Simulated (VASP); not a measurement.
# Ti3C in VASP: relaxation of the atoms with PBE

Aim: the relaxation of the atoms of Ti3C with PBE.

All numbers are computed with VASP 6.6.1; they aren't measurements. Logs are shortened: lines on timing, memory, paths and dates and some standing lists are left out, and cuts for length are marked.

**1. The cell of the first run**

The cell holds a slab with vacuum, 4 atoms: a = 2.908 Å, b = 2.908 Å, c = 19.994 Å, α = 90.00°, β = 90.00°, γ = 120.00°.

**2. Relaxation of the atoms, PBE**

The input, INCAR:

```
  ALGO = Fast
  DIPOL = 0.5 0.5 0.363
  EDIFF = 1E-6
  EDIFFG = -0.025
  ENCUT = 520
  GGA = PE
  IBRION = 2
  IDIPOL = 3
  ISIF = 2
  ISMEAR = 0
  LASPH = T
  LCHARG = F
  LDIPOL = T
  LREAL = F
  LWAVE = F
  NELM = 80
  NSW = 36
  PREC = Accurate
  SIGMA = 0.1
```

The input, KPOINTS:

```
k-points
0
Gamma
  9 9 1
```

The input, POSCAR:

```
Ti3C
1.0
    2.9075446924      0.0000000000      0.0000000000
   -1.4537723462      2.5180075663      0.0000000000
    0.0000000000      0.0000000000     19.9935258682
Ti C
3 1
Selective dynamics
Direct
    0.6666666667      0.3333333333      0.2000647623  F F F
    0.3333333333      0.6666666667      0.3124429313  F F F
    0.0000000000      0.0000000000      0.4248138084  F F F
    0.0000000000      0.3333333333      0.5136754239  F F T
```

Potentials or basis: VASP PAW PBE potentials, release 64 (Ti_sv, C).

Run with:

```
cat potpaw_PBE.64/Ti_sv/POTCAR potpaw_PBE.64/C/POTCAR > POTCAR
mpirun -np 1 vasp_std > vasp.out
```

OUTCAR:

```text
EDIFF = 1E-6
   EDIFFG = -0.025
   ENCUT = 520
   GGA = PE
   IBRION = 2
   ISIF = 2
   ISMEAR = 0
   LASPH = T
   LREAL = F
   NELM = 80
   NSW = 36
   PREC = Accurate

 ion  position               nearest neighbor table
   1  0.667  0.333  0.200-   2 2.80   2 2.80   2 2.80
   2  0.333  0.667  0.312-   3 2.80   3 2.80   3 2.80   1 2.80   1 2.80   1 2.80
   3  0.000  0.000  0.425-   4 2.02   2 2.80   2 2.80   2 2.80
   4  0.000  0.333  0.514-   3 2.02

  LATTYP: Found a hexagonal cell.
 ALAT       =     2.9075446924
 C/A-ratio  =     6.8764294219

  Lattice vectors:

 A1 = (   2.9075446924,   0.0000000000,   0.0000000000)
 A2 = (  -1.4537723462,   2.5180075663,   0.0000000000)
 A3 = (   0.0000000000,   0.0000000000,  19.9935258682)

Analysis of symmetry for initial positions (statically):
=====================================================================
 Subroutine PRICEL returns:
 Original cell was already a primitive cell.

 Routine SETGRP: Setting up the symmetry group for a
 hexagonal supercell.

 Subroutine GETGRP returns: Found  1 space group operations
 (whereof  1 operations were pure point group operations)
 out of a pool of 24 trial point group operations.

The static configuration has the point symmetry C_1 .

Analysis of symmetry for dynamics (positions and initial velocities):
=====================================================================
 Subroutine PRICEL returns:
 Original cell was already a primitive cell.

 Routine SETGRP: Setting up the symmetry group for a
 hexagonal supercell.

 Subroutine GETGRP returns: Found  1 space group operations
 (whereof  1 operations were pure point group operations)
 out of a pool of 24 trial point group operations.

The dynamic configuration has the point symmetry C_1 .

Analysis of constrained symmetry for selective dynamics:
=====================================================================
 Subroutine PRICEL returns:
 Original cell was already a primitive cell.

 Routine SETGRP: Setting up the symmetry group for a
 hexagonal supercell.

 Subroutine GETGRP returns: Found  1 space group operations
 (whereof  1 operations were pure point group operations)
 out of a pool of 24 trial point group operations.

The constrained configuration has the point symmetry C_1 .

 Subroutine INISYM returns: Found  1 space group operations
 (whereof  1 operations are pure point group operations),
 and found     1 'primitive' translations

----------------------------------------------------------------------------------------

                                     Primitive cell

  volume of cell :     146.3770

  direct lattice vectors                    reciprocal lattice vectors
     2.907544692  0.000000000  0.000000000     0.343932804  0.198569697  0.000000000
    -1.453772346  2.518007566  0.000000000     0.000000000  0.397139394  0.000000000
     0.000000000  0.000000000 19.993525868     0.000000000  0.000000000  0.050016191

  length of vectors
     2.907544692  2.907544692 19.993525868     0.397139394  0.397139394  0.050016191

  position of ions in fractional coordinates (direct lattice)
     0.666666667  0.333333333  0.200064762
     0.333333333  0.666666667  0.312442931
     0.000000000  0.000000000  0.424813808
     0.000000000  0.333333333  0.513675424

  ion indices of the primitive-cell ions
   primitive index   ion index
                 1           1
                 2           2
                 3           3
                 4           4

----------------------------------------------------------------------------------------

 KPOINTS: k-points

Automatic generation of k-mesh.
 Grid dimensions read from file:
 generate k-points for:    9    9    1

 Generating k-lattice:

  Cartesian coordinates                     Fractional coordinates (reciprocal lattice)
     0.038214756  0.022063300  0.000000000     0.111111111  0.000000000  0.000000000
     0.000000000  0.044126599  0.000000000     0.000000000  0.111111111  0.000000000
     0.000000000  0.000000000  0.050016191     0.000000000  0.000000000  1.000000000

  Length of vectors
     0.044126599  0.044126599  0.050016191

  Shift w.r.t. Gamma in fractional coordinates (k-lattice)
     0.000000000  0.000000000  0.000000000

 Subroutine IBZKPT returns following result:
 ===========================================

 Found     41 irreducible k-points:

 Following reciprocal coordinates:
            Coordinates               Weight
  0.000000  0.000000  0.000000      1.000000
  0.111111 -0.000000  0.000000      2.000000
  0.000000  0.111111  0.000000      2.000000
 -0.111111  0.111111  0.000000      2.000000
  0.222222  0.000000  0.000000      2.000000
  0.000000  0.222222  0.000000      2.000000
[... 16 lines left out ...]
  0.333333  0.111111  0.000000      2.000000
 -0.111111  0.444444  0.000000      2.000000
 [... further k-points ...]
   k-points           NKPTS =     41   k-points in BZ     NKDIM =     41   number of bands    NBANDS=     24
   number of dos      NEDOS =    301   number of ions     NIONS =      4
   total plane-waves  NPLWV =  86400
   dimension x,y,z NGX =    24 NGY =   24 NGZ =  150
   dimension x,y,z NGXF=    48 NGYF=   48 NGZF=  300
   ions per type =               3   1
   NGX,Y,Z   is equivalent  to a cutoff of  13.72, 13.72, 12.47 a.u.
   NGXF,Y,Z  is equivalent  to a cutoff of  27.45, 27.45, 24.94 a.u.
 SYSTEM =  unknown system
   PREC   = accura    normal or accurate (medium, high low for compatibility)
   ISTART =      0    job   : 0-new  1-cont  2-samecut
   ICHARG =      2    charge: 1-file 2-atom 10-const
   ISPIN  =      1    spin polarized calculation?
   LNONCOLLINEAR =      F non collinear calculations
   LSORBIT =      F    spin-orbit coupling
   LASPH  =      T    aspherical Exc in radial PAW
   ENCUT  =  520.0 eV  38.22 Ry    6.18 a.u.   5.41  5.41 37.17*2*pi/ulx,y,z
   NELM   =     80;   NELMIN=  2; NELMDL= -5     # of ELM steps
   EDIFF  = 0.1E-05   stopping-criterion for ELM
   LREAL  =      F    real-space projection
   EDIFFG = -.3E-01   stopping-criterion for IOM
   NSW    =     36    number of steps for IOM
   IBRION =      2    ionic relax: 0-MD 1-quasi-New 2-CG
   NFREE  =      1    steps in history (QN), initial steepest desc. (CG)
   ISIF   =      2    stress and relaxation
   ISYM   =      2    0-nonsym 1-usesym 2-fastsym
   POTIM  = 0.5000    time-step for ionic-motion
   TEBEG  =    0.0;   TEEND  =   0.0 temperature during run
   PSTRESS=    0.0 pullay stress
   NELECT =      40.0000    total number of electrons
   NUPDOWN=      -1.0000    fix difference up-down
   EMIN   =  10.00;   EMAX   =-10.00  energy-range for DOS
   EFERMI =   0.00;   METHOD = LEGACY
   ISMEAR =     0;   SIGMA  =   0.10  broadening in eV -4-tet -1-fermi 0-gaus
   EFERMI_NEDOS =   21; number of points for ismear=-14 and -15
   IALGO  =     68    algorithm
   IMIX   =      4    mixing-type and parameters
     AMIX     =   0.40;   BMIX     =  1.00
     AMIX_MAG =   1.60;   BMIX_MAG =  1.00
  volume/ion in A,a.u.               =      36.59       246.95
  Fermi-wavevector in a.u.,A,eV,Ry     =   1.062357  2.007564 15.355573  1.128603
  Thomas-Fermi vector in A             =   2.197805
   LORBIT       =      0    0 simple, 1 ext, 2 COOP (PROOUT), +10 PAW based schemes
   GGA     = PE    functional components
   LHFCALC =     F    Hartree Fock is set to
   AEXX    =    0.0000 exact exchange contribution
   IVDW    =     0    specifies the selected vdW correction
   LEPSILON=     F    determine dielectric tensor
   LRPA    =     F    only Hartree local field effects (RPA)
 conjugate gradient relaxation of ions
 non-spin polarized calculation
 RMM-DIIS sequential band-by-band and
 Gauss-broadening in eV      SIGMA  =   0.10
  energy-cutoff  :      520.00
  volume of cell :      146.38
 maximum number of plane-waves:      4011
 NGX is ok and might be reduce to    24
   NGX = 11   NGY = 11   NGZ = 75

 dipolmoment           0.000000      0.000000     -0.042666 electrons x Angstroem

--------------------------------------- Ionic step        1  -------------------------------------------

 number of electron      39.9999994 magnetization

 Free energy of the ion-electron system (eV)
  ---------------------------------------------------
  ext. energy  EPLUGINS =         0.00000000
  ---------------------------------------------------
  free energy    TOTEN  =       -27.47789121 eV

  energy without entropy =      -27.45123353  energy(sigma->0) =      -27.46456237

------------------------ aborting loop because EDIFF is reached ----------------------------------------

  FORCE on cell =-STRESS in cart. coord.  units (eV):
  Direction    XX          YY          ZZ          XY          YZ          ZX
  --------------------------------------------------------------------------------------
  -------------------------------------------------------------------------------------
  Total       -1.5123692     -1.0691464     -2.1102626      0.3393707      0.8270914     -0.3542798
  in kB      -16.5537193    -11.7024005    -23.0979937      3.7146004      9.0529738     -3.8777884
  external PRESSURE =     -17.1180378 kB  Pullay stress =       0.0000000 kB
[... 99 lines left out ...]
  energy  without entropy=      -27.6776003337  energy(sigma->0) =      -27.69212802

--------------------------------------- Ionic step        4  -------------------------------------------

 number of electron      39.9999994 magnetization

 dipolmoment           0.000000      0.000000      0.099142 electrons x Angstroem

 Free energy of the ion-electron system (eV)
  ---------------------------------------------------
  ext. energy  EPLUGINS =         0.00000000
  ---------------------------------------------------
  free energy    TOTEN  =       -27.70676776 eV

  energy without entropy =      -27.67784302  energy(sigma->0) =      -27.69230539

 E-fermi :  -0.2434     XC(G=0):  -5.5491

 val. band max:       -0.2491708459   @ k =  -0.3333   0.3333   0.0000
 cond. band min:      -0.2367404330   @ k =  -0.2222   0.1111   0.0000
 fundamental gap:      0.0124304129
 Fermi energy:        -0.2434440748

 k-point     1 :       0.0000    0.0000    0.0000
  band No.  band energies     occupation
      1     -57.0933      2.00000
      2     -56.7814      2.00000
      3     -56.2660      2.00000
      4     -33.4921      2.00000
      5     -33.0570      2.00000
      6     -33.0501      2.00000
[... 637 lines left out ...]
     23       0.5509      0.00000
     24       0.8077      0.00000

 [... further k-points ...]

------------------------ aborting loop because EDIFF is reached ----------------------------------------

 vacuum level on the upper side and lower side of the slab       (xc-potential included)         1.061        -1.410

  FORCE on cell =-STRESS in cart. coord.  units (eV):
  Direction    XX          YY          ZZ          XY          YZ          ZX
  --------------------------------------------------------------------------------------
  -------------------------------------------------------------------------------------
  Total       -0.5263828      1.0681917      1.1989533     -0.3089496      2.6684353     -1.2473991
  in kB       -5.7615518     11.6919503     13.1232091     -3.3816247     29.2075042    -13.6534743
  external PRESSURE =       6.3512025 kB  Pullay stress =       0.0000000 kB

 VOLUME and BASIS-vectors are now :
 -----------------------------------------------------------------------------
  energy-cutoff  :      520.00
  volume of cell :      146.38
      direct lattice vectors                 reciprocal lattice vectors
     2.907544692  0.000000000  0.000000000     0.343932804  0.198569697  0.000000000
    -1.453772346  2.518007566  0.000000000     0.000000000  0.397139394  0.000000000
     0.000000000  0.000000000 19.993525868     0.000000000  0.000000000  0.050016191
[... 10 lines left out ...]
  FREE ENERGIE OF THE ION-ELECTRON SYSTEM (eV)
  ---------------------------------------------------
  free  energy   TOTEN  =       -27.7067677564 eV

  energy  without entropy=      -27.6778430190  energy(sigma->0) =      -27.69230539

 reached required accuracy - stopping structural energy minimisation

 vacuum level on the upper side and lower side of the slab         6.594         4.051
```

Run time: 40 min. Hardware: 1 thread of Oxide Virtual Turin-like, shared host; peak memory 0.34 GiB.

What came out:

```yaml
Free_energy: -27.7068 eV
Energy_gained_by_relaxing: 57.2 meV/atom
Ionic_steps: 4
Band_gap_on_the_k_mesh: zero (bands 20 and 21 overlap by 1.05 eV)
```

Step by step:
```csv
step,energy change (eV),largest force on free atoms (eV/Å),pressure (GPa)
1,0.0000,1.6607,-1.71
2,-0.1186,1.2721,-1.04
3,-0.2288,0.0543,0.72
4,-0.2289,0.0194,0.64
```

Final structure:
```yaml
crystal:
  lattice:
    - [2.90754, 0.00000, 0.00000]
    - [-1.45377, 2.51801, 0.00000]
    - [0.00000, 0.00000, 19.99353]
  atoms:
    - { symbol: Ti, position: [0.66667, 0.33333, 0.20006] }
    - { symbol: Ti, position: [0.33333, 0.66667, 0.31244] }
    - { symbol: Ti, position: [0.00000, 0.00000, 0.42481] }
    - { symbol: C, position: [0.00000, 0.33333, 0.50192] }
```

Levels at points of the mesh, in eV from the Fermi level:
```tsv
k point	band 18	band 19	band 20	band 21	band 22	band 23
(0.00, 0.00, 0.00)	-0.13	0.38	0.73	0.78	0.79	0.89
```
